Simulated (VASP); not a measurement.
# GaP in VASP: further runs

GaP is run at these levels: r2SCAN; tasks: dielectric tensor.

Program: VASP 6.6.1. These are calculated values, not measurements. Logs are shortened: lines on timing, memory, paths and dates and some standing lists are left out, and cuts for length are marked.

**1. The cell of the first run**

The structure is cubic, space group F-43m (No. 216). Conventional cell: a = 5.451 Å, b = 5.451 Å, c = 5.451 Å, α = 90.00°, β = 90.00°, γ = 90.00°. Ga (site symmetry -43m) has 4 P at 2.36 Å within 3.1 Å. Within 3.1 Å of P (site symmetry -43m) lie 4 Ga at 2.36 Å.

**2. Dielectric tensor, r2SCAN**

Contents of INCAR:

```
PREC = Accurate ; ENCUT = 520
EDIFF = 1E-8 ; ISMEAR = 0
SIGMA = 0.01 ; LREAL = F
LASPH = T ; NELM = 60
ALGO = Normal ; ISIF = 2
LWAVE = F ; LCHARG = F
METAGGA = R2SCAN ; LMIXTAU = T
LCALCEPS = T
```

Contents of KPOINTS:

```
Automatic mesh
0
Gamma
  6 6 6
```

Contents of POSCAR:

```
GaP
1.0
    0.0000000000      2.7253992874      2.7253992874
    2.7253992874      0.0000000000      2.7253992874
    2.7253992874      2.7253992874      0.0000000000
Ga P
1 1
Direct
    0.0000000000      0.0000000000      0.0000000000
    0.2500000000      0.2500000000      0.2500000000
```

Potentials or basis: VASP PAW PBE potentials, release 64 (Ga_d, P).

Run with:

```bash
$ cat potpaw_PBE.64/Ga_d/POTCAR potpaw_PBE.64/P/POTCAR > POTCAR
$ mpirun -np 1 vasp_std > vasp.out
```

OUTCAR:

```text
PREC = Accurate
   ENCUT = 520
   EDIFF = 1E-8
   ISMEAR = 0
   LREAL = F
   LASPH = T
   NELM = 60
   ISIF = 2
   METAGGA = R2SCAN

 ion  position               nearest neighbor table
   1  0.000  0.000  0.000-   2 2.36   2 2.36   2 2.36   2 2.36
   2  0.250  0.250  0.250-   1 2.36   1 2.36   1 2.36   1 2.36

  LATTYP: Found a face centered cubic cell.
 ALAT       =     5.4507985748

  Lattice vectors:

 A1 = (   0.0000000000,   2.7253992874,   2.7253992874)
 A2 = (   2.7253992874,   0.0000000000,   2.7253992874)
 A3 = (   2.7253992874,   2.7253992874,   0.0000000000)

Analysis of symmetry for initial positions (statically):
=====================================================================
 Subroutine PRICEL returns:
 Original cell was already a primitive cell.

 Routine SETGRP: Setting up the symmetry group for a
 face centered cubic supercell.

 Subroutine GETGRP returns: Found 24 space group operations
 (whereof 24 operations were pure point group operations)
 out of a pool of 48 trial point group operations.

The static configuration has the point symmetry T_d .

Analysis of symmetry for dynamics (positions and initial velocities):
=====================================================================
 Subroutine PRICEL returns:
 Original cell was already a primitive cell.

 Routine SETGRP: Setting up the symmetry group for a
 face centered cubic supercell.

 Subroutine GETGRP returns: Found 24 space group operations
 (whereof 24 operations were pure point group operations)
 out of a pool of 48 trial point group operations.

The dynamic configuration has the point symmetry T_d .

 Subroutine INISYM returns: Found 24 space group operations
 (whereof 24 operations are pure point group operations),
 and found     1 'primitive' translations

----------------------------------------------------------------------------------------

                                     Primitive cell

  volume of cell :      40.4874

  direct lattice vectors                    reciprocal lattice vectors
     0.000000000  2.725399287  2.725399287    -0.183459357  0.183459357  0.183459357
     2.725399287  0.000000000  2.725399287     0.183459357 -0.183459357  0.183459357
[... 129 lines left out ...]
 cond. band min:   10000.0000000000   @ k =   0.0000   0.0000   0.0000
 fundamental gap:   9995.5341243755
 Fermi energy:         4.5150339148

 k-point     1 :       0.0000    0.0000    0.0000
  band No.  band energies     occupation
      1     -10.5301      2.00000
      2     -10.5294      2.00000
      3     -10.5287      2.00000
      4     -10.4158      2.00000
      5     -10.4158      2.00000
      6      -8.5550      2.00000
      7       4.4655      2.00000
      8       4.4658      2.00000
      9       4.4659      2.00000
     10   10000.0000      0.00000
     11   10000.0000      0.00000
     12   10000.0000      0.00000
     13   10000.0000      0.00000
[... 354 lines left out ...]
  band No.  band energies     occupation
      1     -10.6062      2.00000
      2     -10.5000      2.00000
      3     -10.4967      2.00000
      4     -10.4275      2.00000
      5     -10.4055      2.00000
      6      -7.2574      2.00000
      7      -0.0842      2.00000
      8       2.6251      2.00000
      9       2.8429      2.00000
     10   10000.0000      0.00000
     11   10000.0000      0.00000
     12   10000.0000      0.00000
     13   10000.0000      0.00000

 [... further k-points ...]

------------------------ aborting loop because EDIFF is reached ----------------------------------------

            Ionic dipole moment: p[ion]=(     6.81350     6.81350     6.81350 ) |e| Angst

 Total electronic dipole moment: p[elc]=(     0.01184     0.01184     0.02975 ) |e| Angst

 MACROSCOPIC STATIC DIELECTRIC TENSOR (including local field effects)
 ------------------------------------------------------
           9.018441    -0.000000    -0.000000
          -0.000000     9.018441    -0.000000
           0.000000     0.000000     9.018441
 ------------------------------------------------------

 PIEZOELECTRIC TENSOR (including local field effects) (e Angst)
          XX          YY          ZZ          XY          YZ          ZX
  --------------------------------------------------------------------------------
  x     0.00000     0.00000     0.00000     0.00000    -1.99613     0.00000
  y     0.00000     0.00000     0.00000    -0.00000     0.00000    -1.99613
  z     0.00000     0.00000     0.00000    -1.99613    -0.00000     0.00000

 PIEZOELECTRIC TENSOR (including local field effects) (C/m^2)
          XX          YY          ZZ          XY          YZ          ZX
  --------------------------------------------------------------------------------
  x     0.00000     0.00000     0.00000     0.00000    -0.78991     0.00000
  y     0.00000     0.00000     0.00000    -0.00000     0.00000    -0.78991
  z     0.00000     0.00000     0.00000    -0.78991    -0.00000     0.00000

 BORN EFFECTIVE CHARGES (including local field effects) (in |e|, cummulative output)
 ---------------------------------------------------------------------------------
 ion    1
    1     2.15993    -0.00000    -0.00000
    2     0.00000     2.15993     0.00000
    3     0.00000     0.00000     2.15993
 ion    2
    1    -2.15993     0.00000     0.00000
    2    -0.00000    -2.15993     0.00000
    3    -0.00000     0.00000    -2.15993

  FORCE on cell =-STRESS in cart. coord.  units (eV):
  Direction    XX          YY          ZZ          XY          YZ          ZX
  --------------------------------------------------------------------------------------
  -------------------------------------------------------------------------------------
  Total       -0.0009430     -0.0009430     -0.0009430     -0.0000000      0.0000000     -0.0000000
  in kB       -0.0373176     -0.0373176     -0.0373176     -0.0000000      0.0000000     -0.0000000
  external PRESSURE =      -0.0373176 kB  Pullay stress =       0.0000000 kB

 VOLUME and BASIS-vectors are now :
 -----------------------------------------------------------------------------
  energy-cutoff  :      520.00
  volume of cell :       40.49
      direct lattice vectors                 reciprocal lattice vectors
     0.000000000  2.725399287  2.725399287    -0.183459357  0.183459357  0.183459357
     2.725399287  0.000000000  2.725399287     0.183459357 -0.183459357  0.183459357
     2.725399287  2.725399287  0.000000000     0.183459357  0.183459357 -0.183459357

 POSITION                                       TOTAL-FORCE (eV/Angst)
 -----------------------------------------------------------------------------------
      0.00000      0.00000      0.00000        -0.000000     -0.000000     -0.000000
      1.36270      1.36270      1.36270         0.000000      0.000000      0.000000
 -----------------------------------------------------------------------------------
    total drift:                                0.000010      0.000010      0.000010

  FREE ENERGIE OF THE ION-ELECTRON SYSTEM (eV)
  ---------------------------------------------------
  free  energy   TOTEN  =       -21.4512147300 eV

  energy  without entropy=      -21.4512147300  energy(sigma->0) =      -21.45121473
```

It took 26 min on 1 thread of Intel Xeon 6975P-C, shared host; peak memory 0.31 GiB.

What came out:

```
Band gap on the k mesh                  : 1.91 eV, indirect (least direct gap 2.34 eV)
Electronic dielectric tensor (diagonal) : 9.02
Born charges (mean of the diagonal)     : Ga +2.16; P -2.16 e
```

Levels at points of the mesh, in eV from the valence-band top:
| k point | band 7 | band 8 | band 9 | band 10 | band 11 | band 12 |
| --- | --- | --- | --- | --- | --- | --- |
| (0.00, 0.00, 0.00) | 0.00 | 0.00 | 0.00 | 2.34 | 4.19 | 4.19 |
| (0.50, 0.00, 0.00) | -6.85 | -1.17 | -1.17 | 2.04 | 5.05 | 5.05 |
| (0.50, 0.50, 0.00) | -6.96 | -2.80 | -2.80 | 1.91 | 2.10 | 11.35 |

Electronic dielectric tensor:
```
9.02 0.00 0.00
0.00 9.02 0.00
0.00 0.00 9.02
```

Born effective charge tensors (e):
atom 1, Ga
```
2.16 0.00 0.00
0.00 2.16 0.00
0.00 0.00 2.16
```
atom 2, P
```
-2.16  0.00  0.00
 0.00 -2.16  0.00
 0.00  0.00 -2.16
```

Dipole moments of the cell (e·Å, modulo the quantum): ionic 6.814, 6.814, 6.814; electronic 0.012, 0.012, 0.030

Caveat: the PAW data sets were made with another functional, which shifts forces and pressure a little.

**3. Dielectric tensor, r2SCAN (uniaxial z strain +3.0%)**

Contents of INCAR:

```
SYSTEM = GaP
  ALGO = Normal
  EDIFF = 1E-8
  ENCUT = 520
  ISIF = 2
  ISMEAR = 0
  LASPH = .True.
  LCALCEPS = .True.
  LCHARG = .False.
  LMIXTAU = .True.
  LREAL = .False.
  LWAVE = .False.
  METAGGA = R2SCAN
  NELM = 100
  PREC = Accurate
  SIGMA = 0.01
```

Contents of KPOINTS:

```
k-points
0
Gamma
  6 6 6
  0 0 0
```

Contents of POSCAR:

```
GaP
1.0
    0.0000000000      2.7253992874      2.8071612660
    2.7253992874      0.0000000000      2.8071612660
    2.7253992874      2.7253992874      0.0000000000
Ga P
1 1
Direct
    0.0000000000      0.0000000000      0.0000000000
    0.2500000000      0.2500000000      0.2500000000
```

Potentials or basis: VASP PAW PBE potentials, release 64 (Ga_d, P).

Run with:

```bash
$ cat potpaw_PBE.64/Ga_d/POTCAR potpaw_PBE.64/P/POTCAR > POTCAR
$ mpirun -np 1 vasp_std > vasp.out
```

OUTCAR:

```text
SYSTEM = GaP
   EDIFF = 1E-8
   ENCUT = 520
   ISIF = 2
   ISMEAR = 0
   LASPH = .True.
   LREAL = .False.
   METAGGA = R2SCAN
   NELM = 100
   PREC = Accurate

 ion  position               nearest neighbor table
   1  0.000  0.000  0.000-   2 2.38   2 2.38   2 2.38   2 2.38
   2  0.250  0.250  0.250-   1 2.38   1 2.38   1 2.38   1 2.38

  LATTYP: Found a body centered tetragonal cell.
 ALAT       =     3.8542966351
 C/A-ratio  =     1.4566399692

  Lattice vectors:

 A1 = (  -2.7253992874,   0.0000000000,   2.8071612660)
[... 607 lines left out ...]
    2     0.00000    -2.16217     0.00000
    3     0.00000     0.00000    -2.29759

  FORCE on cell =-STRESS in cart. coord.  units (eV):
  Direction    XX          YY          ZZ          XY          YZ          ZX
  --------------------------------------------------------------------------------------
  -------------------------------------------------------------------------------------
  Total       -0.4226209     -0.4226209     -1.0847009      0.0000000      0.0000000      0.0000000
  in kB      -16.2369317    -16.2369317    -41.6737866      0.0000000      0.0000000      0.0000000
  external PRESSURE =     -24.7158834 kB  Pullay stress =       0.0000000 kB

 VOLUME and BASIS-vectors are now :
 -----------------------------------------------------------------------------
  energy-cutoff  :      520.00
  volume of cell :       41.70
      direct lattice vectors                 reciprocal lattice vectors
     0.000000000  2.725399287  2.807161266    -0.183459357  0.183459357  0.178115880
     2.725399287  0.000000000  2.807161266     0.183459357 -0.183459357  0.178115880
     2.725399287  2.725399287  0.000000000     0.183459357  0.183459357 -0.178115880

 POSITION                                       TOTAL-FORCE (eV/Angst)
 -----------------------------------------------------------------------------------
      0.00000      0.00000      0.00000         0.000000      0.000000      0.000000
      1.36270      1.36270      1.40358        -0.000000     -0.000000     -0.000000
 -----------------------------------------------------------------------------------
    total drift:                                0.000013      0.000013     -0.000007

  FREE ENERGIE OF THE ION-ELECTRON SYSTEM (eV)
  ---------------------------------------------------
  free  energy   TOTEN  =       -21.4352703883 eV

  energy  without entropy=      -21.4352703883  energy(sigma->0) =      -21.43527039
```

stdout:

```text
POSCAR found type information on POSCAR GaP
 POSCAR found :  2 types and       2 ions
 scaLAPACK will be used
 -----------------------------------------------------------------------------
|                                                                             |
[... 117 lines left out ...]
 p_tot=(  0.683E+01  0.683E+01  0.705E+01 )
dp_tot=(  0.366E-04  0.359E-04  0.194E-01 )  diag[e(oo)]=(    ---      ---    9.39801 )
 p_tot=(  0.683E+01  0.683E+01  0.705E+01 )
dp_tot=(  0.365E-04  0.358E-04  0.193E-01 )  diag[e(oo)]=(    ---      ---    9.39392 )
 p_tot=(  0.683E+01  0.683E+01  0.705E+01 )
dp_tot=(  0.364E-04  0.357E-04  0.193E-01 )  diag[e(oo)]=(    ---      ---    9.38952 )
 p_tot=(  0.683E+01  0.683E+01  0.705E+01 )
dp_tot=(  0.364E-04  0.357E-04  0.193E-01 )  diag[e(
```

Run time: 29 min. Hardware: 1 thread of Intel Xeon 6975P-C (Granite Rapids), shared host; peak memory 0.37 GiB.

Results:

```yaml
Band_gap_on_the_k_mesh: 1.84 eV, indirect (least direct gap 2.02 eV)
Electronic_dielectric_tensor_diagonal: 9.10, 9.10, 9.38
Born_charges_mean_of_the_diagonal: Ga +2.21; P -2.21 e
```

Electronic dielectric tensor:
```
9.10 0.00 0.00
0.00 9.10 0.00
0.00 0.00 9.38
```

Born effective charge tensors (e):
atom 1, Ga
```
2.16 0.00 0.00
0.00 2.16 0.00
0.00 0.00 2.30
```
atom 2, P
```
-2.16  0.00  0.00
 0.00 -2.16  0.00
 0.00  0.00 -2.30
```

Dipole moments of the cell (e·Å, modulo the quantum): ionic 6.814, 6.814, 7.018; electronic 0.014, 0.014, 0.033

Caveat: the cell differs from its parent crystal (uniaxial z strain +3.0%); the PAW data sets were made with another functional, which shifts forces and pressure a little.

**4. Dielectric tensor, r2SCAN (uniaxial z strain +4.0%)**

Contents of INCAR:

```
PREC = Accurate
ENCUT = 520
EDIFF = 1E-8
ISMEAR = 0
SIGMA = 0.01
LREAL = False
LASPH = True
NELM = 80
ALGO = Normal
ISIF = 2
LWAVE = False
LCHARG = False
METAGGA = R2SCAN
LMIXTAU = True
LCALCEPS = True
```

Contents of KPOINTS:

```
regular mesh
0
Gamma
  6 6 6
```

Contents of POSCAR:

```
GaP
1.0
    0.0000000000      2.7253992874      2.8344152589
    2.7253992874      0.0000000000      2.8344152589
    2.7253992874      2.7253992874      0.0000000000
Ga P
1 1
Direct
    0.0000000000      0.0000000000      0.0000000000
    0.2500000000      0.2500000000      0.2500000000
```

Potentials or basis: VASP PAW PBE potentials, release 64 (Ga_d, P).

Run with:

```bash
$ cat potpaw_PBE.64/Ga_d/POTCAR potpaw_PBE.64/P/POTCAR > POTCAR
$ mpirun -np 1 vasp_std > vasp.out
```

OUTCAR:

```text
PREC = Accurate
   ENCUT = 520
   EDIFF = 1E-8
   ISMEAR = 0
   LREAL = False
   LASPH = True
   NELM = 80
   ISIF = 2
   METAGGA = R2SCAN

 ion  position               nearest neighbor table
   1  0.000  0.000  0.000-   2 2.39   2 2.39   2 2.39   2 2.39
   2  0.250  0.250  0.250-   1 2.39   1 2.39   1 2.39   1 2.39

  LATTYP: Found a body centered tetragonal cell.
 ALAT       =     3.8542966351
 C/A-ratio  =     1.4707821049

  Lattice vectors:

[... 605 lines left out ...]
    3     0.00000     0.00000     2.34444
 ion    2
    1    -2.16506     0.00000     0.00000
    2     0.00000    -2.16506     0.00000
    3     0.00000     0.00000    -2.34444

  FORCE on cell =-STRESS in cart. coord.  units (eV):
  Direction    XX          YY          ZZ          XY          YZ          ZX
  --------------------------------------------------------------------------------------
  -------------------------------------------------------------------------------------
  Total       -0.5442796     -0.5442796     -1.4385740      0.0000000      0.0000000      0.0000000
  in kB      -20.7099433    -20.7099433    -54.7380162      0.0000000      0.0000000      0.0000000
  external PRESSURE =     -32.0526343 kB  Pullay stress =       0.0000000 kB

 VOLUME and BASIS-vectors are now :
 -----------------------------------------------------------------------------
  energy-cutoff  :      520.00
  volume of cell :       42.11
      direct lattice vectors                 reciprocal lattice vectors
     0.000000000  2.725399287  2.834415259    -0.183459357  0.183459357  0.176403228
     2.725399287  0.000000000  2.834415259     0.183459357 -0.183459357  0.176403228
     2.725399287  2.725399287  0.000000000     0.183459357  0.183459357 -0.176403228

 POSITION                                       TOTAL-FORCE (eV/Angst)
 -----------------------------------------------------------------------------------
      0.00000      0.00000      0.00000        -0.000000     -0.000000      0.000000
      1.36270      1.36270      1.41721         0.000000      0.000000      0.000000
 -----------------------------------------------------------------------------------
    total drift:                                0.000014      0.000014     -0.000011

  FREE ENERGIE OF THE ION-ELECTRON SYSTEM (eV)
  ---------------------------------------------------
  free  energy   TOTEN  =       -21.4230890089 eV

  energy  without entropy=      -21.4230890089  energy(sigma->0) =      -21.42308901
```

Run time: 28 min. Hardware: 1 thread of Intel Xeon 6975P-C (Granite Rapids), shared host; peak memory 0.38 GiB.

Results:

```
Band gap on the k mesh                  : 1.79 eV, indirect (least direct gap 1.90 eV)
Electronic dielectric tensor (diagonal) : 9.14, 9.14, 9.52
Born charges (mean of the diagonal)     : Ga +2.22; P -2.22 e
```

Levels at points of the mesh, in eV from the valence-band top:
```csv
k point,band 5,band 6,band 7,band 8,band 9,band 10,band 11,band 12,band 13
"(0.00, 0.00, 0.00)",-14.91,-12.80,-0.24,0.00,0.00,1.90,4.09,4.09,4.19
"(0.50, 0.00, 0.00)",-14.91,-10.77,-6.70,-1.36,-1.02,1.79,4.88,5.13,8.67
"(0.50, 0.50, 0.00)",-14.90,-10.00,-7.02,-2.55,-2.55,2.10,2.31,10.97,10.97
"(0.50, 0.00, 0.50)",-14.89,-9.83,-6.76,-2.84,-2.81,1.82,1.92,10.84,10.85
```

Electronic dielectric tensor:
```
9.14 0.00 0.00
0.00 9.14 0.00
0.00 0.00 9.52
```

Born effective charge tensors (e):
atom 1, Ga
```
2.17 0.00 0.00
0.00 2.17 0.00
0.00 0.00 2.34
```
atom 2, P
```
-2.17  0.00  0.00
 0.00 -2.17  0.00
 0.00  0.00 -2.34
```

Dipole moments of the cell (e·Å, modulo the quantum): ionic 6.814, 6.814, 7.086; electronic 0.014, 0.014, 0.035

Caveat: the cell differs from its parent crystal (uniaxial z strain +4.0%); the PAW data sets were made with another functional, which shifts forces and pressure a little. A k mesh can miss the band edges.

**5. Summary**

| cell | gap on the mesh (eV) |
| --- | --- |
| a = 3.854 Å, angles 60.0°, 2 atoms | 1.91 |
| a = 3.913, b = 3.913, c = 3.854 Å, angles 60.5, 60.5, 59.0°, 2 atoms | 1.84 |
| a = 3.932, b = 3.932, c = 3.854 Å, angles 60.7, 60.7, 58.7°, 2 atoms | 1.79 |

Alike in all rows: task dielectric tensor; level r2SCAN; potentials or basis VASP PAW PBE potentials, release 64 (Ga_d, P); no spin polarisation; k mesh 6 × 6 × 6; cutoff (eV) 520; smearing gaussian 0.01 eV.

Caveats: the PAW data sets were made with another functional, which shifts forces and pressure a little.

Total energies depend on the potentials used, so only differences within one code and one set of settings carry meaning.
